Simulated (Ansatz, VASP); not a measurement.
**CdS in VASP and in Ansatz**

```
Cd S
1.0
     4.13700    0.00000    0.00000
    -2.06850    3.58275    0.00000
     0.00000    0.00000    6.71600
Cd S
2 2
Direct
  0.33333 0.66667 0.95387
  0.66667 0.33333 0.45387
  0.33333 0.66667 0.42313
  0.66667 0.33333 0.92313
```

Change from the starting cell: polar distortion scaled by 0.25.

Alike in both runs: task single point; functional PBEsol; k mesh 9 × 9 × 4; no spin polarisation.

|  | VASP | Ansatz |
| --- | --- | --- |
| version | VASP 6.6.1 | Ansatz 0.2.0 |
| potentials or method | VASP PAW PBE potentials, release 64 (Cd_sv_GW, S), cutoff 540 eV | scalar-relativistic, plane waves, PAW |
| occupations | gaussian, width 0.01 eV | fixed |
| valence electrons in the cell | 52 | 52 |

|  | VASP | Ansatz | Ansatz less VASP |
| --- | --- | --- | --- |
| gap on the k mesh at the Fermi level (eV) | 1.32 | 1.32 | +0.003 |
| least direct gap on the mesh (eV) | 1.32 | 1.32 | +0.003 |
| pressure (GPa) | 2.0 | 2.9 | +0.96 |
| traceless stress, the component that is largest in VASP (GPa) | -6.00 | -6.01 | -0.003 |
| rms of the force components (eV/Å) | 0.235 | 0.235 | +0.0004 |

VASP's potentials were made for PBE, not for PBEsol, and Ansatz warns of the same on its side. Atom by atom the forces differ by 0.000 eV/Å (rms over components).
